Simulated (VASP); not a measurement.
Here is a VASP 6.6.1 calculation.

POSCAR

```
BeS
1.0
    0.0000000000      2.4818449100      2.4818449100
    2.4818449100      0.0000000000      2.4818449100
    2.4818449100      2.4818449100      0.0000000000
Be S
1 1
Direct
    0.0000000000      0.0000000000      0.0000000000
    0.2500000000      0.2500000000      0.2500000000
```

File INCAR.step1:

```
SYSTEM = BeS
PREC = Accurate
ENCUT = 520
ISMEAR = -1
SIGMA = 0.02
LREAL = .FALSE.
LASPH = .TRUE.
NELM = 100
NBANDS = 11
GGA = PE
ALGO = Normal
EDIFF = 1E-4
LWAVE = .TRUE.
LCHARG = .FALSE.
```

INCAR.step2

```
SYSTEM = BeS
PREC = Accurate
ENCUT = 520
EDIFF = 1E-6
ISMEAR = -1
SIGMA = 0.02
LREAL = .FALSE.
LASPH = .TRUE.
NELM = 100
ALGO = Normal
ISIF = 2
LWAVE = .FALSE.
LCHARG = .FALSE.
METAGGA = R2SCAN
LMIXTAU = .TRUE.
NBANDS = 11
ISTART = 1
```

KPOINTS

```
Automatic mesh
0
G
  10 10 10
  0 0 0
```

Potentials or basis: VASP PAW PBE potentials, release 64 (Be, S).

Command:

```sh
$ cat potpaw_PBE.64/Be/POTCAR potpaw_PBE.64/S/POTCAR > POTCAR
$ cp INCAR.step1 INCAR
$ mpirun -np 1 vasp_std > vasp.out
$ cp INCAR.step2 INCAR
$ mpirun -np 1 vasp_std > vasp.out
```

(1) Estimate the pressure.

(2) Estimate the band gap on the k mesh.

Results:

(1) -4.9 GPa.

(2) 3.72 eV, indirect (least direct gap 6.08 eV).

Caveat: the PAW data sets were made with another functional, which shifts forces and pressure a little.
